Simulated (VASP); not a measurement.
Wanted: the native input for a VASP 6.6.1 run.

- Task: relaxation of cell and atoms
- Functional: LDA
- Potentials or basis: VASP PAW LDA potentials, release 64 (Pd)
- Cutoff: 500 eV
- k mesh: 8 × 8 × 8
- Occupations: fermi-dirac, width 0.1 eV
- Spin: no spin polarisation
- Dipole correction: no
- Further INCAR settings: ALGO = Normal; EDIFF = 1e-07; IBRION = 2; EDIFFG = -0.03; NSW = 80; ISIF = 3

The structure of Pd lies in POSCAR:

```
Pd
1.0
    0.0000000000      1.9465000000      1.9465000000
    1.9465000000      0.0000000000      1.9465000000
    1.9465000000      1.9465000000      0.0000000000
Pd
1
Direct
    0.0000000000      0.0000000000      0.0000000000
```

One way to write it, as run:

INCAR

```
SYSTEM = Pd
ALGO = Normal
EDIFF = 1E-7
EDIFFG = -0.03
ENCUT = 500
GGA = CA
GGA_COMPAT = .FALSE.
IBRION = 2
ISIF = 3
ISMEAR = -1
LASPH = .TRUE.
LCHARG = .FALSE.
LREAL = .FALSE.
LWAVE = .FALSE.
NELM = 120
NELMIN = 4
NSW = 80
PREC = Accurate
SIGMA = 0.1
```

KPOINTS

```
k-points
0
G
  8 8 8
  0 0 0
```

Potentials or basis: VASP PAW LDA potentials, release 64 (Pd).

Run with:

```console
$ cat potpaw_LDA.64/Pd/POTCAR > POTCAR
$ mpirun -np 1 vasp_std > vasp.out
```

Results of the run:

| Item | Value |
| --- | --- |
| Relaxed volume | 14.25 Å³/atom |
| Relaxed cell | a = 2.721 Å, b = 2.721 Å, c = 2.721 Å, α = 60.00°, β = 60.00°, γ = 60.00° |
| Space group after relaxing (to 0.1 Å) | Fm-3m (No. 225) |
| Energy gained by relaxing | 11.8 meV/atom |
| Ionic steps | 3 |
| Pressure after relaxing | -0.1 GPa |
| Band gap on the k mesh | zero (bands 5 and 6 overlap by 1.70 eV) |

It took 4.7 s on 1 thread of AMD EPYC 9R45 96-Core Processor (Zen 5), on a shared host, peak memory 0.1 GiB.
